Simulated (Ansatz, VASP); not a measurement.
**TiRh in VASP and in Ansatz**

File INCAR:

```
PREC = Accurate
ENCUT = 520
EDIFF = 1E-8
ISMEAR = -1
SIGMA = 0.05
LREAL = False
LASPH = True
NELM = 100
ALGO = Normal
ISIF = 2
LWAVE = False
LCHARG = False
LEFG = True
NBANDS = 20
```

The input KPOINTS:

```
regular mesh
0
Gamma
  12 12 11
```

Contents of POSCAR:

```
TiRh
1.0
    2.9467532106      0.0000000000      0.0000000000
    0.0000000000      2.9467532106      0.0000000000
    0.0000000000      0.0000000000      3.4444387195
Ti Rh
1 1
Direct
    0.5000000000      0.5000000000      0.5000000000
    0.0000000000      0.0000000000      0.0000000000
```

Input for Ansatz:

```yaml
crystal:
  lattice:
    - [2.9467532106, 0.0, 0.0]
    - [0.0, 2.9467532106, 0.0]
    - [0.0, 0.0, 3.4444387195]
  atoms:
    - { symbol: Ti, position: [0.5, 0.5, 0.5] }
    - { symbol: Rh, position: [0.0, 0.0, 0.0] }
kpoints:
  mp_grid: { grid: [12, 12, 11] }
scf:
  occupations: { method: fermi_dirac, width: 0.05 }
hamiltonian:
  xc: lda
  pseudopotentials: { kind: all_electron, datasets: crystal }
output:
  forces: true
  stress: true
  eigenvalues: true
  efg: { contact_densities: true }
```

Change from the starting cell: volume scaled by 1, crystal datasets.

Alike in both runs: task electric field gradients; functional LDA; k mesh 12 × 12 × 11; occupations fermi-dirac, width 0.05 eV; no spin polarisation.

```csv
,VASP,Ansatz
version,VASP 6.6.1,Ansatz 0.2.0
potentials or method,"VASP PAW LDA potentials, release 64 (Ti_sv, Rh_pv), cutoff 520 eV","all-electron PAW with datasets made for the crystal, scalar-relativistic"
```

```csv
,VASP,Ansatz,Ansatz less VASP
pressure (GPa),-11.7,-12.1,-0.40
size of Vzz on the site where it differs most (V/Å²),31.8,23.8,-7.98
```

LDA's correlation is that of Perdew and Zunger in VASP and of Perdew and Wang (1992) in Ansatz. Ansatz ran all-electron here, and VASP with PAW potentials.
